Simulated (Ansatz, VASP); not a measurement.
# Two plane-wave programs on GaN

Contents of INCAR:

```
SYSTEM = GaN
PREC = Accurate
ENCUT = 520
EDIFF = 1E-6
ISMEAR = 0
SIGMA = 0.05
LREAL = .FALSE.
LASPH = .TRUE.
NELM = 60
ALGO = Normal
ISIF = 2
LWAVE = .FALSE.
LCHARG = .FALSE.
GGA = PE
NBANDS = 26
```

Contents of KPOINTS:

```
regular mesh
0
G
  12 12 6
  0 0 0
```

The input POSCAR:

```
GaN
1.0
    3.1799996605      0.0000000000      0.0000000000
   -1.5899998303      2.7539604900      0.0000000000
    0.0000000000      0.0000000000      5.1660000000
Ga N
2 2
Direct
    0.3333333333      0.6666666667      0.0000000000
    0.6666666667      0.3333333333      0.5000000000
    0.3450809168      0.6345716719      0.3750000000
    0.6784142501      0.3012383385      0.8750000000
```

Input for Ansatz:

```yaml
crystal:
  lattice:
    - [3.1799996605, 0.0, 0.0]
    - [-1.5899998303, 2.75396049, 0.0]
    - [0.0, 0.0, 5.166]
  atoms:
    - { symbol: Ga, position: [0.3333333333, 0.6666666667, 0.0] }
    - { symbol: Ga, position: [0.6666666667, 0.3333333333, 0.5] }
    - { symbol: "N", position: [0.3450809168, 0.6345716719, 0.375] }
    - { symbol: "N", position: [0.6784142501, 0.3012383385, 0.875] }
basis:
  ecutwfc: 420
kpoints:
  mp_grid: { grid: [12, 12, 6] }
hamiltonian:
  xc: pbe
scf:
  occupations: { method: gaussian, width: 0.05 }
output:
  forces: true
  stress: true
  eigenvalues: true
```

Change from the starting cell: all N atoms moved +0.125 Å, as atom 3 along Cartesian [1 -1 0].

Alike in both runs: task single point; functional PBE; k mesh 12 × 12 × 6; occupations gaussian, width 0.05 eV; no spin polarisation.

```csv
,VASP,Ansatz
version,VASP 6.6.1,Ansatz 0.2.0
potentials or method,"VASP PAW PBE potentials, release 64 (Ga_d, N), cutoff 520 eV","scalar-relativistic, plane waves, PAW"
valence electrons in the cell,36,36
```

```tsv
	VASP	Ansatz	Ansatz less VASP
gap on the k mesh at the Fermi level (eV)	1.84	1.84	-0.007
least direct gap on the mesh (eV)	1.84	1.84	-0.007
pressure (GPa)	8.9	8.9	+0.02
traceless stress, the component that is largest in VASP (GPa)	3.74	3.83	+0.087
rms of the force components (eV/Å)	0.961	0.977	+0.0161
```

Atom by atom the forces differ by 0.016 eV/Å (rms over components).
